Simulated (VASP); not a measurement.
Input of a VASP 6.6.1 run:

File INCAR:

```
SYSTEM = W4S
PREC = Accurate ; ENCUT = 520
EDIFF = 1E-7 ; ISMEAR = 0
SIGMA = 0.1 ; LREAL = .False.
LASPH = .True. ; NELM = 100
ALGO = Normal ; ISIF = 2
LWAVE = .False. ; LCHARG = .False.
LDIPOL = .True. ; IDIPOL = 3
DIPOL = 0.5 0.5 0.357 ; GGA = PE
NBANDS = 39
```

Contents of KPOINTS:

```
regular mesh
0
Gamma
  8 8 1
  0 0 0
```

The input POSCAR:

```
W4S
1.0
    3.1836991688      0.0000000000      0.0000000000
    0.0000000000      3.1836991688      0.0000000000
    0.0000000000      0.0000000000     20.1425775749
W S
4 1
Direct
    0.5000000000      0.5000000000      0.1985843165
    0.0000000000      0.0000000000      0.2776134069
    0.5000000000      0.5000000000      0.3599451800
    0.0000000000      0.0000000000      0.4290700901
    0.1250000000      0.3750000000      0.5214246447
```

Potentials or basis: VASP PAW PBE potentials, release 64 (W_sv, S).

Run with:

```console
$ cat potpaw_PBE.64/W_sv/POTCAR potpaw_PBE.64/S/POTCAR > POTCAR
$ mpirun -np 1 vasp_std > vasp.out
```

Estimate the band gap on the k mesh.

zero (bands 31 and 32 overlap by 1.57 eV).

Estimate the largest force.

2.430 eV/Å.

Forces in eV/Å, atoms in the order of the input:
```
W    0.064 -0.179  2.064
W   -0.047  0.174 -2.107
W   -0.225 -0.354 -2.295
W    0.297 -0.600  2.336
S   -0.089  0.959  0.002
```

Caveat: spin-orbit coupling is left out, which moves the levels of the heavy elements.
